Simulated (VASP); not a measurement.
# BaS (P6_3/mmc) in VASP: further runs

The runs below take BaS through single point, with r2SCAN.

Program: VASP 6.6.1. These are calculated values, not measurements. Logs are shortened: lines on timing, memory, paths and dates and some standing lists are left out, and cuts for length are marked.

### Step 1. The cell of the first run

It takes space group P6_3/mmc (No. 194, hexagonal). Conventional cell: a = 5.327 Å, b = 5.327 Å, c = 6.319 Å, α = 90.00°, β = 90.00°, γ = 120.00°. Within 4.0 Å of Ba (site symmetry -6m2) lie 5 S at 3.08 to 3.16 Å. Within 4.0 Å of S (site symmetry -6m2) lie 5 Ba at 3.08 to 3.16 Å.

### Step 2. Single point, r2SCAN (38.83 Å³/atom)

Contents of POSCAR:

```
BaS
1.0
    5.3274900364      0.0000000000      0.0000000000
   -2.6637450182      4.6137417099      0.0000000000
    0.0000000000      0.0000000000      6.3188407470
Ba S
2 2
Direct
    0.3333333333      0.6666666667     -0.0625000000
    0.6666666667      0.3333333333      0.4375000000
    0.3333333333      0.6666666667      0.4375000000
    0.6666666667      0.3333333333      0.9375000000
```

Contents of INCAR.step1:

```
SYSTEM = BaS
  PREC = Accurate
  ENCUT = 520
  ISMEAR = 0
  SIGMA = 0.01
  LREAL = .FALSE.
  LASPH = .TRUE.
  NELM = 60
  NBANDS = 24
  GGA = PE
  ALGO = Normal
  EDIFF = 1E-4
  LWAVE = .TRUE.
  LCHARG = .FALSE.
```

Contents of INCAR.step2:

```
SYSTEM = BaS
  PREC = Accurate
  ENCUT = 520
  EDIFF = 1E-6
  ISMEAR = 0
  SIGMA = 0.01
  LREAL = .FALSE.
  LASPH = .TRUE.
  NELM = 60
  ALGO = Normal
  ISIF = 2
  LWAVE = .FALSE.
  LCHARG = .FALSE.
  METAGGA = R2SCAN
  LMIXTAU = .TRUE.
  NBANDS = 24
  ISTART = 1
```

Contents of KPOINTS:

```
regular mesh
0
G
  6 6 4
  0 0 0
```

Potentials or basis: VASP PAW PBE potentials, release 64 (Ba_sv, S).

Started as:

```console
$ cat potpaw_PBE.64/Ba_sv/POTCAR potpaw_PBE.64/S/POTCAR > POTCAR
$ cp INCAR.step1 INCAR
$ mpirun -np 1 vasp_std > vasp.out
$ cp INCAR.step2 INCAR
$ mpirun -np 1 vasp_std > vasp.out
```

OUTCAR:

```text
SYSTEM = BaS
   PREC = Accurate
   ENCUT = 520
   EDIFF = 1E-6
   ISMEAR = 0
   LREAL = .FALSE.
   LASPH = .TRUE.
   NELM = 60
   ISIF = 2
   METAGGA = R2SCAN
   ISTART = 1

 ion  position               nearest neighbor table
   1  0.333  0.667  0.938-   4 3.08   4 3.08   4 3.08   3 3.16   3 3.16   2 4.41   2 4.41   2 4.41
                             2 4.41   2 4.41   2 4.41
   2  0.667  0.333  0.438-   3 3.08   3 3.08   3 3.08   4 3.16   4 3.16   1 4.41   1 4.41   1 4.41
                             1 4.41   1 4.41   1 4.41
   3  0.333  0.667  0.438-   2 3.08   2 3.08   2 3.08   1 3.16   1 3.16
   4  0.667  0.333  0.938-   1 3.08   1 3.08   1 3.08   2 3.16   2 3.16

  LATTYP: Found a hexagonal cell.
 ALAT       =     5.3274900364
 C/A-ratio  =     1.1860821332

  Lattice vectors:

 A1 = (   5.3274900364,   0.0000000000,   0.0000000000)
 A2 = (  -2.6637450182,   4.6137417099,   0.0000000000)
 A3 = (   0.0000000000,   0.0000000000,   6.3188407470)

Analysis of symmetry for initial positions (statically):
=====================================================================
 Subroutine PRICEL returns:
 Original cell was already a primitive cell.

 Routine SETGRP: Setting up the symmetry group for a
 hexagonal supercell.

 Subroutine GETGRP returns: Found 24 space group operations
 (whereof  6 operations were pure point group operations)
 out of a pool of 24 trial point group operations.

The static configuration has the point symmetry C_3v.
 The point group associated with its full space group is D_6h.

Analysis of symmetry for dynamics (positions and initial velocities):
=====================================================================
 Subroutine PRICEL returns:
 Original cell was already a primitive cell.

 Routine SETGRP: Setting up the symmetry group for a
 hexagonal supercell.

 Subroutine GETGRP returns: Found 24 space group operations
 (whereof  6 operations were pure point group operations)
 out of a pool of 24 trial point group operations.

The dynamic configuration has the point symmetry C_3v.
 The point group associated with its full space group is D_6h.

 Subroutine INISYM returns: Found 24 space group operations
 (whereof  6 operations are pure point group operations),
 and found     1 'primitive' translations

----------------------------------------------------------------------------------------

                                     Primitive cell

  volume of cell :     155.3150

  direct lattice vectors                    reciprocal lattice vectors
     5.327490036  0.000000000  0.000000000     0.187705654  0.108371910  0.000000000
    -2.663745018  4.613741710  0.000000000     0.000000000  0.216743819  0.000000000
     0.000000000  0.000000000  6.318840747     0.000000000  0.000000000  0.158256877

  length of vectors
     5.327490036  5.327490036  6.318840747     0.216743819  0.216743819  0.158256877

  position of ions in fractional coordinates (direct lattice)
     0.333333333  0.666666667  0.937500000
     0.666666667  0.333333333  0.437500000
     0.333333333  0.666666667  0.437500000
     0.666666667  0.333333333  0.937500000

  ion indices of the primitive-cell ions
   primitive index   ion index
                 1           1
                 2           2
                 3           3
                 4           4

----------------------------------------------------------------------------------------

 KPOINTS: regular mesh

Automatic generation of k-mesh.
 Grid dimensions read from file:
 generate k-points for:    6    6    4

 Generating k-lattice:

  Cartesian coordinates                     Fractional coordinates (reciprocal lattice)
     0.031284276  0.018061985  0.000000000     0.166666667  0.000000000  0.000000000
     0.000000000  0.036123970  0.000000000     0.000000000  0.166666667  0.000000000
     0.000000000  0.000000000  0.039564219     0.000000000  0.000000000  0.250000000

  Length of vectors
     0.036123970  0.036123970  0.039564219

  Shift w.r.t. Gamma in fractional coordinates (k-lattice)
     0.000000000  0.000000000  0.000000000

 Subroutine IBZKPT returns following result:
 ===========================================

 Found     21 irreducible k-points:

 Following reciprocal coordinates:
            Coordinates               Weight
  0.000000  0.000000  0.000000      1.000000
  0.166667  0.000000  0.000000      6.000000
  0.333333  0.000000  0.000000      6.000000
  0.500000  0.000000  0.000000      3.000000
  0.166667  0.166667  0.000000      6.000000
  0.333333  0.166667  0.000000     12.000000
[... 13 lines left out ...]
  0.333333  0.166667  0.500000     12.000000
  0.333333  0.333333  0.500000      2.000000
   k-points           NKPTS =     21   k-points in BZ     NKDIM =     21   number of bands    NBANDS=     24
   number of dos      NEDOS =    301   number of ions     NIONS =      4
   total plane-waves  NPLWV =  76800
   dimension x,y,z NGX =    40 NGY =   40 NGZ =   48
   dimension x,y,z NGXF=    80 NGYF=   80 NGZF=   96
   ions per type =               2   2
   NGX,Y,Z   is equivalent  to a cutoff of  12.48, 12.48, 12.63 a.u.
   NGXF,Y,Z  is equivalent  to a cutoff of  24.96, 24.96, 25.26 a.u.
 SYSTEM =  BaS
   PREC   = accura    normal or accurate (medium, high low for compatibility)
   ISTART =      1    job   : 0-new  1-cont  2-samecut
   ICHARG =      0    charge: 1-file 2-atom 10-const
   ISPIN  =      1    spin polarized calculation?
   LNONCOLLINEAR =      F non collinear calculations
   LSORBIT =      F    spin-orbit coupling
   LASPH  =      T    aspherical Exc in radial PAW
   ENCUT  =  520.0 eV  38.22 Ry    6.18 a.u.   9.91  9.91 11.75*2*pi/ulx,y,z
   NELM   =     60;   NELMIN=  2; NELMDL=  0     # of ELM steps
   EDIFF  = 0.1E-05   stopping-criterion for ELM
   LREAL  =      F    real-space projection
[... 7 lines left out ...]
   TEBEG  =    0.0;   TEEND  =   0.0 temperature during run
   PSTRESS=    0.0 pullay stress
   NELECT =      32.0000    total number of electrons
   NUPDOWN=      -1.0000    fix difference up-down
   EMIN   =  10.00;   EMAX   =-10.00  energy-range for DOS
   EFERMI =   0.00;   METHOD = LEGACY
   ISMEAR =     0;   SIGMA  =   0.01  broadening in eV -4-tet -1-fermi 0-gaus
   EFERMI_NEDOS =   21; number of points for ismear=-14 and -15
   IALGO  =     38    algorithm
   IMIX   =      4    mixing-type and parameters
     AMIX     =   0.40;   BMIX     =  1.00
     AMIX_MAG =   1.60;   BMIX_MAG =  1.00
  volume/ion in A,a.u.               =      38.83       262.03
  Fermi-wavevector in a.u.,A,eV,Ry     =   0.966912  1.827199 12.720348  0.934919
  Thomas-Fermi vector in A             =   2.096754
   LORBIT       =      0    0 simple, 1 ext, 2 COOP (PROOUT), +10 PAW based schemes
   METAGGA = R2SCAN    functional components
   LHFCALC =     F    Hartree Fock is set to
   AEXX    =    0.0000 exact exchange contribution
   IVDW    =     0    specifies the selected vdW correction
   LEPSILON=     F    determine dielectric tensor
   LRPA    =     F    only Hartree local field effects (RPA)
 non-spin polarized calculation
 Gauss-broadening in eV      SIGMA  =   0.01
  energy-cutoff  :      520.00
  volume of cell :      155.31
 maximum number of plane-waves:      4218
 NGX is ok and might be reduce to    40
   NGX = 19   NGY = 19   NGZ = 23

 number of electron      32.0000002 magnetization

 Free energy of the ion-electron system (eV)
  ---------------------------------------------------
  ext. energy  EPLUGINS =         0.00000000
  ---------------------------------------------------
  free energy    TOTEN  =       -77.83613108 eV

  energy without entropy =      -77.83613108  energy(sigma->0) =      -77.83613108

 E-fermi :   0.4727     XC(G=0):  -8.0935

 val. band max:        0.3514463216   @ k =   0.0000   0.0000   0.0000
 cond. band min:       3.1315943980   @ k =   0.3333   0.3333   0.0000
 fundamental gap:      2.7801480765
 Fermi energy:         0.4727004458

 k-point     1 :       0.0000    0.0000    0.0000
  band No.  band energies     occupation
      1     -26.5631      2.00000
      2     -26.5001      2.00000
      3     -11.6577      2.00000
      4     -11.4785      2.00000
      5     -11.4785      2.00000
      6     -11.3040      2.00000
[... 16 lines left out ...]
     23       6.7860      0.00000
     24       7.5464      0.00000

 k-point     2 :       0.1667    0.0000    0.0000
  band No.  band energies     occupation
      1     -26.5580      2.00000
      2     -26.5025      2.00000
      3     -11.6738      2.00000
      4     -11.6286      2.00000
      5     -11.5467      2.00000
      6     -11.4965      2.00000
[... 16 lines left out ...]
     23       6.9303      0.00000
     24       7.1242      0.00000

 k-point     3 :       0.3333    0.0000    0.0000
  band No.  band energies     occupation
      1     -26.5456      2.00000
      2     -26.5093      2.00000
      3     -11.9460      2.00000
      4     -11.8541      2.00000
      5     -11.5540      2.00000
      6     -11.5300      2.00000
[... 16 lines left out ...]
     23       6.7074      0.00000
     24       6.7299      0.00000

 k-point     4 :       0.5000    0.0000    0.0000
  band No.  band energies     occupation
      1     -26.5365      2.00000
      2     -26.5156      2.00000
      3     -12.0537      2.00000
      4     -11.9717      2.00000
      5     -11.5457      2.00000
      6     -11.4947      2.00000
[... 16 lines left out ...]
     23       7.1322      0.00000
     24       7.1838      0.00000

 k-point     5 :       0.1667    0.1667    0.0000
  band No.  band energies     occupation
      1     -26.5491      2.00000
      2     -26.5072      2.00000
      3     -11.8748      2.00000
      4     -11.7926      2.00000
      5     -11.5758      2.00000
      6     -11.5285      2.00000
[... 370 lines left out ...]
 k-point    19 :       0.1667    0.1667    0.5000
  band No.  band energies     occupation
      1     -26.5275      2.00000
      2     -26.5275      2.00000
      3     -12.1827      2.00000
      4     -12.1827      2.00000
      5     -11.4216      2.00000
      6     -11.4216      2.00000
[... 16 lines left out ...]
     23       6.5499      0.00000
     24       6.5499      0.00000

 k-point    20 :       0.3333    0.1667    0.5000
  band No.  band energies     occupation
      1     -26.5254      2.00000
      2     -26.5254      2.00000
      3     -12.3229      2.00000
      4     -12.3229      2.00000
      5     -11.4465      2.00000
      6     -11.4465      2.00000
[... 16 lines left out ...]
     23       7.1241      0.00000
     24       7.1241      0.00000

 k-point    21 :       0.3333    0.3333    0.5000
  band No.  band energies     occupation
      1     -26.5247      2.00000
      2     -26.5247      2.00000
      3     -12.3598      2.00000
      4     -12.3598      2.00000
      5     -11.4690      2.00000
      6     -11.4690      2.00000
[... 16 lines left out ...]
     23       7.1773      0.00000
     24       7.1773      0.00000

------------------------ aborting loop because EDIFF is reached ----------------------------------------

  FORCE on cell =-STRESS in cart. coord.  units (eV):
  Direction    XX          YY          ZZ          XY          YZ          ZX
  --------------------------------------------------------------------------------------
  -------------------------------------------------------------------------------------
  Total        1.4602021      1.4602021      1.7777312      0.0000000      0.0000000      0.0000000
  in kB       15.0629568     15.0629568     18.3384801      0.0000000      0.0000000      0.0000000
  external PRESSURE =      16.1547979 kB  Pullay stress =       0.0000000 kB

 VOLUME and BASIS-vectors are now :
 -----------------------------------------------------------------------------
  energy-cutoff  :      520.00
  volume of cell :      155.31
      direct lattice vectors                 reciprocal lattice vectors
     5.327490036  0.000000000  0.000000000     0.187705654  0.108371910  0.000000000
    -2.663745018  4.613741710  0.000000000     0.000000000  0.216743819  0.000000000
     0.000000000  0.000000000  6.318840747     0.000000000  0.000000000  0.158256877

 POSITION                                       TOTAL-FORCE (eV/Angst)
 -----------------------------------------------------------------------------------
     -0.00000      3.07583      5.92391         0.000000     -0.000000      0.000000
      2.66375      1.53791      2.76449        -0.000000      0.000000      0.000000
     -0.00000      3.07583      2.76449         0.000000     -0.000000      0.000000
      2.66375      1.53791      5.92391        -0.000000      0.000000     -0.000000
 -----------------------------------------------------------------------------------
    total drift:                               -0.000000      0.000000      0.000000

  FREE ENERGIE OF THE ION-ELECTRON SYSTEM (eV)
  ---------------------------------------------------
  free  energy   TOTEN  =       -77.8361310765 eV

  energy  without entropy=      -77.8361310765  energy(sigma->0) =      -77.83613108
```

It took 8 min on 1 thread of Intel Xeon 8259CL, shared host; peak memory 0.33 GiB.

What came out:

- Free energy: -77.8361 eV
- Pressure: 1.6 GPa
- Band gap on the k mesh: 2.78 eV (least direct gap 2.92 eV)

Stress tensor (GPa, compression positive):
```
1.51 0.00 0.00
0.00 1.51 0.00
0.00 0.00 1.83
```

Levels at points of the mesh, in eV from the valence-band top:
```csv
k point,band 12,band 13,band 14,band 15,band 16,band 17,band 18,band 19,band 20,band 21
"(0.00, 0.00, 0.00)",-1.00,-0.91,-0.91,-0.39,0.00,3.13,4.15,4.15,5.42,6.15
"(0.50, 0.00, 0.00)",-0.88,-0.48,-0.39,-0.33,-0.33,3.50,3.70,3.85,5.56,5.82
"(0.00, 0.00, 0.50)",-1.28,-1.06,-1.06,-1.06,-1.06,4.15,4.15,6.07,6.07,6.07
"(0.50, 0.00, 0.50)",-1.57,-0.91,-0.91,-0.52,-0.52,4.21,4.21,5.47,5.47,6.19
```

Caveat: the structure was generated, so it needn't be the stable form of BaS; the PAW data sets were made with another functional, which shifts forces and pressure a little; spin-orbit coupling is left out, which moves the levels of the heavy elements. A k mesh can miss the band edges.

(Continued in part 2 of 2.)
